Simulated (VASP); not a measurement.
# Nb (Fm-3m) in VASP: further runs

Runs on Nb. Level: RPBE. Tasks: single point.

Program: VASP 6.6.1. These are calculated values, not measurements. Logs are shortened: lines on timing, memory, paths and dates and some standing lists are left out, and cuts for length are marked.

### Step 1. The cell of the first run

The structure is cubic, space group Fm-3m (No. 225). Conventional cell: a = 4.187 Å, b = 4.187 Å, c = 4.187 Å, α = 90.00°, β = 90.00°, γ = 90.00°. Within 3.9 Å of Nb (site symmetry m-3m) lie 12 Nb at 2.96 Å.

### Step 2. Single point, RPBE (volume scaled by 0.96)

INCAR

```
SYSTEM = Nb
PREC = Accurate ; ENCUT = 520
EDIFF = 1E-6 ; ISMEAR = -1
SIGMA = 0.1 ; LREAL = .FALSE.
LASPH = .TRUE. ; NELM = 60
ALGO = Normal ; ISIF = 2
LWAVE = .FALSE. ; LCHARG = .TRUE.
GGA = RP ; LELF = .TRUE.
LVHAR = .TRUE. ; NBANDS = 12
```

KPOINTS

```
Automatic mesh
0
G
  21 21 21
  0 0 0
```

POSCAR

```
Nb
1.0
    0.0000000000      2.0937333682      2.0937333682
    2.0937333682      0.0000000000      2.0937333682
    2.0937333682      2.0937333682      0.0000000000
Nb
1
Direct
    0.0000000000      0.0000000000      0.0000000000
```

Potentials or basis: VASP PAW PBE potentials, release 64 (Nb_sv).

The run is started by

```bash
cat potpaw_PBE.64/Nb_sv/POTCAR > POTCAR
mpirun -np 1 vasp_std > vasp.out
```

OUTCAR:

```text
SYSTEM = Nb
   PREC = Accurate
   ENCUT = 520
   EDIFF = 1E-6
   ISMEAR = -1
   LREAL = .FALSE.
   LASPH = .TRUE.
   NELM = 60
   ISIF = 2
   GGA = RP

 ion  position               nearest neighbor table
   1  0.000  0.000  0.000-

  LATTYP: Found a face centered cubic cell.
 ALAT       =     4.1874667364

  Lattice vectors:

 A1 = (   0.0000000000,   2.0937333682,   2.0937333682)
 A2 = (   2.0937333682,   0.0000000000,   2.0937333682)
 A3 = (   2.0937333682,   2.0937333682,   0.0000000000)

Analysis of symmetry for initial positions (statically):
=====================================================================
 Subroutine PRICEL returns:
 Original cell was already a primitive cell.

 Routine SETGRP: Setting up the symmetry group for a
 face centered cubic supercell.

 Subroutine GETGRP returns: Found 48 space group operations
 (whereof 48 operations were pure point group operations)
 out of a pool of 48 trial point group operations.

The static configuration has the point symmetry O_h .

Analysis of symmetry for dynamics (positions and initial velocities):
=====================================================================
 Subroutine PRICEL returns:
 Original cell was already a primitive cell.

 Routine SETGRP: Setting up the symmetry group for a
 face centered cubic supercell.

 Subroutine GETGRP returns: Found 48 space group operations
 (whereof 48 operations were pure point group operations)
 out of a pool of 48 trial point group operations.

The dynamic configuration has the point symmetry O_h .

 Subroutine INISYM returns: Found 48 space group operations
 (whereof 48 operations are pure point group operations),
 and found     1 'primitive' translations

----------------------------------------------------------------------------------------

                                     Primitive cell

  volume of cell :      18.3567

  direct lattice vectors                    reciprocal lattice vectors
     0.000000000  2.093733368  2.093733368    -0.238807867  0.238807867  0.238807867
     2.093733368  0.000000000  2.093733368     0.238807867 -0.238807867  0.238807867
     2.093733368  2.093733368  0.000000000     0.238807867  0.238807867 -0.238807867

  length of vectors
     2.960986125  2.960986125  2.960986125     0.413627359  0.413627359  0.413627359

  position of ions in fractional coordinates (direct lattice)
     0.000000000  0.000000000  0.000000000

  ion indices of the primitive-cell ions
   primitive index   ion index
                 1           1

[... 79 lines left out ...]
   POTIM  = 0.5000    time-step for ionic-motion
   TEBEG  =    0.0;   TEEND  =   0.0 temperature during run
   PSTRESS=    0.0 pullay stress
   NELECT =      13.0000    total number of electrons
   NUPDOWN=      -1.0000    fix difference up-down
   EMIN   =  10.00;   EMAX   =-10.00  energy-range for DOS
   EFERMI =   0.00;   METHOD = LEGACY
   ISMEAR =    -1;   SIGMA  =   0.10  broadening in eV -4-tet -1-fermi 0-gaus
   EFERMI_NEDOS =   21; number of points for ismear=-14 and -15
   IALGO  =     38    algorithm
   IMIX   =      4    mixing-type and parameters
     AMIX     =   0.40;   BMIX     =  1.00
     AMIX_MAG =   1.60;   BMIX_MAG =  1.00
  volume/ion in A,a.u.               =      18.36       123.88
  Fermi-wavevector in a.u.,A,eV,Ry     =   1.459233  2.757550 28.971706  2.129360
  Thomas-Fermi vector in A             =   2.575824
   LORBIT       =      0    0 simple, 1 ext, 2 COOP (PROOUT), +10 PAW based schemes
   GGA     = RP    functional components
   LHFCALC =     F    Hartree Fock is set to
   AEXX    =    0.0000 exact exchange contribution
   IVDW    =     0    specifies the selected vdW correction
   LEPSILON=     F    determine dielectric tensor
   LRPA    =     F    only Hartree local field effects (RPA)
 non-spin polarized calculation
  energy-cutoff  :      520.00
  volume of cell :       18.36
 maximum number of plane-waves:       531
 NGX is ok and might be reduce to    24
   NGX = 11   NGY = 11   NGZ = 11

 number of electron      13.0000001 magnetization

 Free energy of the ion-electron system (eV)
  ---------------------------------------------------
  ext. energy  EPLUGINS =         0.00000000
  ---------------------------------------------------
  free energy    TOTEN  =        -9.39948271 eV

  energy without entropy =       -9.34990971  energy(sigma->0) =       -9.37469621

 E-fermi :  11.3643     XC(G=0): -12.3382

 val. band max:       11.3642466807   @ k =   0.3333   0.1905   0.0000
 cond. band min:      11.3778038974   @ k =   0.0476   0.0000   0.0000
 fundamental gap:      0.0135572167
 Fermi energy:        11.3642578722

 k-point     1 :       0.0000    0.0000    0.0000
  band No.  band energies     occupation
      1     -43.4327      2.00000
      2     -18.7801      2.00000
      3     -18.7801      2.00000
      4     -18.7801      2.00000
      5       5.0831      2.00000
      6      11.4478      0.60500
      7      11.4478      0.60500
      8      11.4478      0.60500
      9      14.1273      0.00000
     10      14.1273      0.00000
     11      23.1757      0.00000
     12      28.0766      0.00000
[... 331 lines left out ...]
 k-point    24 :      -0.3810    0.0476    0.0000
  band No.  band energies     occupation
      1     -43.2410      2.00000
      2     -19.9223      2.00000
      3     -18.9583      2.00000
      4     -18.9224      2.00000
      5       7.5445      2.00000
      6      11.3051      1.28759
      7      11.4430      0.62541
      8      11.8836      0.01105
      9      15.3570      0.00000
     10      16.0008      0.00000
     11      22.3276      0.00000
     12      24.4540      0.00000

 [... further k-points ...]

------------------------ aborting loop because EDIFF is reached ----------------------------------------

  FORCE on cell =-STRESS in cart. coord.  units (eV):
  Direction    XX          YY          ZZ          XY          YZ          ZX
  --------------------------------------------------------------------------------------
  -------------------------------------------------------------------------------------
  Total        0.7313752      0.7313752      0.7313752      0.0000000     -0.0000000      0.0000000
  in kB       63.8346823     63.8346823     63.8346823      0.0000000     -0.0000000      0.0000000
  external PRESSURE =      63.8346823 kB  Pullay stress =       0.0000000 kB

 VOLUME and BASIS-vectors are now :
 -----------------------------------------------------------------------------
  energy-cutoff  :      520.00
  volume of cell :       18.36
      direct lattice vectors                 reciprocal lattice vectors
     0.000000000  2.093733368  2.093733368    -0.238807867  0.238807867  0.238807867
     2.093733368  0.000000000  2.093733368     0.238807867 -0.238807867  0.238807867
     2.093733368  2.093733368  0.000000000     0.238807867  0.238807867 -0.238807867

 POSITION                                       TOTAL-FORCE (eV/Angst)
 -----------------------------------------------------------------------------------
      0.00000      0.00000      0.00000        -0.000000     -0.000000     -0.000000
 -----------------------------------------------------------------------------------
    total drift:                                0.000000      0.000000      0.000000

  FREE ENERGIE OF THE ION-ELECTRON SYSTEM (eV)
  ---------------------------------------------------
  free  energy   TOTEN  =        -9.3994827054 eV

  energy  without entropy=       -9.3499097065  energy(sigma->0) =       -9.37469621
```

OSZICAR:

```text
N       E                     dE             d eps       ncg     rms          rms(c)
DAV:   1     0.118695093266E+03    0.11870E+03   -0.72356E+03  6912   0.108E+03
DAV:   2    -0.485544964551E+01   -0.12355E+03   -0.11916E+03  7404   0.390E+02
DAV:   3    -0.949429343910E+01   -0.46388E+01   -0.44220E+01  9856   0.662E+01
DAV:   4    -0.980033587040E+01   -0.30604E+00   -0.30401E+00  9816   0.153E+01
DAV:   5    -0.981030495197E+01   -0.99691E-02   -0.99573E-02  9992   0.228E+00    0.669E+00
DAV:   6    -0.943612279159E+01    0.37418E+00   -0.60718E-01 10892   0.994E+00    0.238E+00
DAV:   7    -0.939337366070E+01    0.42749E-01   -0.19758E-01 11252   0.568E+00    0.101E+00
DAV:   8    -0.939940218856E+01   -0.60285E-02   -0.13632E-02  8256   0.158E+00    0.471E-02
DAV:   9    -0.939946465669E+01   -0.62468E-04   -0.10354E-03 11612   0.319E-01    0.489E-02
DAV:  10    -0.939948920861E+01   -0.24552E-04   -0.22126E-05  8316   0.714E-02    0.192E-02
DAV:  11    -0.939948283832E+01    0.63703E-05   -0.10049E-05  8712   0.554E-02    0.381E-03
DAV:  12    -0.939948270535E+01    0.13297E-06   -0.43147E-07  5296   0.604E-03
   1 F= -.93994827E+01 E0= -.93746962E+01  d E =-.495730E-01
```

stdout:

```text
POSCAR found type information on POSCAR Nb
 POSCAR found :  1 types and       1 ions
 scaLAPACK will be used
 -----------------------------------------------------------------------------
|                                                                             |
|                                                                             |
|     You enforced a specific xc type in the INCAR file but a different       |
|     I HOPE YOU KNOW WHAT YOU ARE DOING!                                     |
|                                                                             |
 -----------------------------------------------------------------------------

 LDA part: xc-table for (Slater+PW92), standard interpolation
 POSCAR, INCAR and KPOINTS ok, starting setup
 FFT: planning ... GRIDC
 FFT: planning ... GRID_SOFT
 FFT: planning ... GRID
 WAVECAR not read
 entering main loop
```

It took 33 s on 1 thread of Intel Xeon 6975P-C, shared host; peak memory 0.19 GiB.

What came out:

```yaml
Free_energy: -9.3995 eV
Pressure: 6.4 GPa
```

Levels at points of the mesh, in eV from the Fermi level:
```tsv
k point	band 3	band 4	band 5	band 6	band 7	band 8	band 9	band 10
(0.00, 0.00, 0.00)	-30.14	-30.14	-6.28	0.08	0.08	0.08	2.76	2.76
```

Caveat: the cell differs from its parent crystal (volume scaled by 0.96); the PAW data sets were made with another functional, which shifts forces and pressure a little.

### Step 3. Single point, RPBE

This run uses another cell than the first one, of 19.12 Å³/atom, 1.042 times its volume.

INCAR

```
SYSTEM = Nb
  PREC = Accurate
  ENCUT = 520
  EDIFF = 1E-6
  ISMEAR = -1
  SIGMA = 0.1
  LREAL = .FALSE.
  LASPH = .TRUE.
  NELM = 100
  ALGO = Normal
  ISIF = 2
  LWAVE = .FALSE.
  LCHARG = .FALSE.
  GGA = RP
  NBANDS = 12
```

KPOINTS

```
regular mesh
0
G
  21 21 21
  0 0 0
```

POSCAR

```
Nb
1.0
    0.0000000000      2.1224182117      2.1224182117
    2.1224182117      0.0000000000      2.1224182117
    2.1224182117      2.1224182117      0.0000000000
Nb
1
Direct
    0.0000000000      0.0000000000      0.0000000000
```

Potentials or basis: VASP PAW PBE potentials, release 64 (Nb_sv).

The run is started by

```bash
cat potpaw_PBE.64/Nb_sv/POTCAR > POTCAR
mpirun -np 1 vasp_std > vasp.out
```

OUTCAR:

```text
SYSTEM = Nb
   PREC = Accurate
   ENCUT = 520
   EDIFF = 1E-6
   ISMEAR = -1
   LREAL = .FALSE.
   LASPH = .TRUE.
   NELM = 100
   ISIF = 2
   GGA = RP

 ion  position               nearest neighbor table
   1  0.000  0.000  0.000-

  LATTYP: Found a face centered cubic cell.
 ALAT       =     4.2448364234

  Lattice vectors:

 A1 = (   0.0000000000,   2.1224182117,   2.1224182117)
 A2 = (   2.1224182117,   0.0000000000,   2.1224182117)
 A3 = (   2.1224182117,   2.1224182117,   0.0000000000)

Analysis of symmetry for initial positions (statically):
=====================================================================
 Subroutine PRICEL returns:
 Original cell was already a primitive cell.

 Routine SETGRP: Setting up the symmetry group for a
 face centered cubic supercell.

 Subroutine GETGRP returns: Found 48 space group operations
 (whereof 48 operations were pure point group operations)
 out of a pool of 48 trial point group operations.

The static configuration has the point symmetry O_h .

Analysis of symmetry for dynamics (positions and initial velocities):
=====================================================================
 Subroutine PRICEL returns:
 Original cell was already a primitive cell.

 Routine SETGRP: Setting up the symmetry group for a
 face centered cubic supercell.

 Subroutine GETGRP returns: Found 48 space group operations
 (whereof 48 operations were pure point group operations)
 out of a pool of 48 trial point group operations.

The dynamic configuration has the point symmetry O_h .

 Subroutine INISYM returns: Found 48 space group operations
 (whereof 48 operations are pure point group operations),
 and found     1 'primitive' translations

----------------------------------------------------------------------------------------

                                     Primitive cell

[... 112 lines left out ...]
   LORBIT       =      0    0 simple, 1 ext, 2 COOP (PROOUT), +10 PAW based schemes
   GGA     = RP    functional components
   LHFCALC =     F    Hartree Fock is set to
   AEXX    =    0.0000 exact exchange contribution
   IVDW    =     0    specifies the selected vdW correction
   LEPSILON=     F    determine dielectric tensor
   LRPA    =     F    only Hartree local field effects (RPA)
 non-spin polarized calculation
  energy-cutoff  :      520.00
  volume of cell :       19.12
 maximum number of plane-waves:       533
   NGX = 11   NGY = 11   NGZ = 11

 number of electron      13.0000000 magnetization

 Free energy of the ion-electron system (eV)
  ---------------------------------------------------
  ext. energy  EPLUGINS =         0.00000000
  ---------------------------------------------------
  free energy    TOTEN  =        -9.41361637 eV

  energy without entropy =       -9.36259399  energy(sigma->0) =       -9.38810518

 E-fermi :  10.7960     XC(G=0): -12.1289

 val. band max:       10.7927030637   @ k =   0.0476   0.0476   0.0000
 cond. band min:      10.7964961314   @ k =  -0.4762   0.0476   0.0000
 fundamental gap:      0.0037930677
 Fermi energy:        10.7960415460

 k-point     1 :       0.0000    0.0000    0.0000
  band No.  band energies     occupation
      1     -44.0506      2.00000
      2     -19.4733      2.00000
      3     -19.4733      2.00000
      4     -19.4733      2.00000
      5       4.6161      2.00000
      6      10.9057      0.50078
      7      10.9057      0.50077
      8      10.9057      0.50077
      9      13.4372      0.00000
     10      13.4372      0.00000
     11      22.5612      0.00000
     12      27.2838      0.00000
[... 331 lines left out ...]
 k-point    24 :      -0.3810    0.0476    0.0000
  band No.  band energies     occupation
      1     -43.8887      2.00000
      2     -20.4741      2.00000
      3     -19.6305      2.00000
      4     -19.5992      2.00000
      5       7.1084      2.00000
      6      10.7729      1.11536
      7      10.9081      0.49176
      8      11.2185      0.02883
      9      14.6023      0.00000
     10      15.2024      0.00000
     11      21.4603      0.00000
     12      23.5271      0.00000

 [... further k-points ...]

------------------------ aborting loop because EDIFF is reached ----------------------------------------

  FORCE on cell =-STRESS in cart. coord.  units (eV):
  Direction    XX          YY          ZZ          XY          YZ          ZX
  --------------------------------------------------------------------------------------
  -------------------------------------------------------------------------------------
  Total       -0.0512232     -0.0512232     -0.0512232     -0.0000000     -0.0000000      0.0000000
  in kB       -4.2919515     -4.2919515     -4.2919515     -0.0000000     -0.0000000      0.0000000
  external PRESSURE =      -4.2919515 kB  Pullay stress =       0.0000000 kB

 VOLUME and BASIS-vectors are now :
 -----------------------------------------------------------------------------
  energy-cutoff  :      520.00
  volume of cell :       19.12
      direct lattice vectors                 reciprocal lattice vectors
     0.000000000  2.122418212  2.122418212    -0.235580338  0.235580338  0.235580338
     2.122418212  0.000000000  2.122418212     0.235580338 -0.235580338  0.235580338
     2.122418212  2.122418212  0.000000000     0.235580338  0.235580338 -0.235580338

 POSITION                                       TOTAL-FORCE (eV/Angst)
 -----------------------------------------------------------------------------------
      0.00000      0.00000      0.00000        -0.000000      0.000000      0.000000
 -----------------------------------------------------------------------------------
    total drift:                                0.000000      0.000000     -0.000000

  FREE ENERGIE OF THE ION-ELECTRON SYSTEM (eV)
  ---------------------------------------------------
  free  energy   TOTEN  =        -9.4136163701 eV

  energy  without entropy=       -9.3625939873  energy(sigma->0) =       -9.38810518
```

OSZICAR:

```text
N       E                     dE             d eps       ncg     rms          rms(c)
DAV:   1     0.116550229223E+03    0.11655E+03   -0.72510E+03  6908   0.107E+03
DAV:   2    -0.499180877431E+01   -0.12154E+03   -0.11733E+03  7484   0.385E+02
DAV:   3    -0.955159839493E+01   -0.45598E+01   -0.43590E+01  9964   0.651E+01
DAV:   4    -0.985239199042E+01   -0.30079E+00   -0.29856E+00  9832   0.150E+01
DAV:   5    -0.986307651879E+01   -0.10685E-01   -0.10680E-01 10008   0.237E+00    0.635E+00
DAV:   6    -0.945524518152E+01    0.40783E+00   -0.65739E-01 10852   0.102E+01    0.223E+00
DAV:   7    -0.940804237111E+01    0.47203E-01   -0.20420E-01 11260   0.568E+00    0.102E+00
DAV:   8    -0.941355004877E+01   -0.55077E-02   -0.13323E-02  8160   0.154E+00    0.514E-02
DAV:   9    -0.941359908686E+01   -0.49038E-04   -0.10026E-03 11744   0.337E-01    0.436E-02
DAV:  10    -0.941362184627E+01   -0.22759E-04   -0.19637E-05  8188   0.671E-02    0.166E-02
DAV:  11    -0.941361646891E+01    0.53774E-05   -0.88174E-06  8764   0.505E-02    0.299E-03
DAV:  12    -0.941361637015E+01    0.98763E-07   -0.37144E-07  5220   0.616E-03
   1 F= -.94136164E+01 E0= -.93881052E+01  d E =-.510224E-01
```

stdout:

```text
POSCAR found type information on POSCAR Nb
 POSCAR found :  1 types and       1 ions
 scaLAPACK will be used
 -----------------------------------------------------------------------------
|                                                                             |
|                                                                             |
|     You enforced a specific xc type in the INCAR file but a different       |
|     I HOPE YOU KNOW WHAT YOU ARE DOING!                                     |
|                                                                             |
 -----------------------------------------------------------------------------

 LDA part: xc-table for (Slater+PW92), standard interpolation
 POSCAR, INCAR and KPOINTS ok, starting setup
 FFT: planning ... GRIDC
 FFT: planning ... GRID_SOFT
 FFT: planning ... GRID
 WAVECAR not read
 entering main loop
```

Run time: 26 s. Hardware: 1 thread of Intel Xeon 6975P-C, shared host; peak memory 0.19 GiB.

Results:

| Item | Value |
| --- | --- |
| Free energy | -9.4136 eV |
| Pressure | -0.4 GPa |

Caveat: the PAW data sets were made with another functional, which shifts forces and pressure a little.

(Continued in part 2 of 3.)
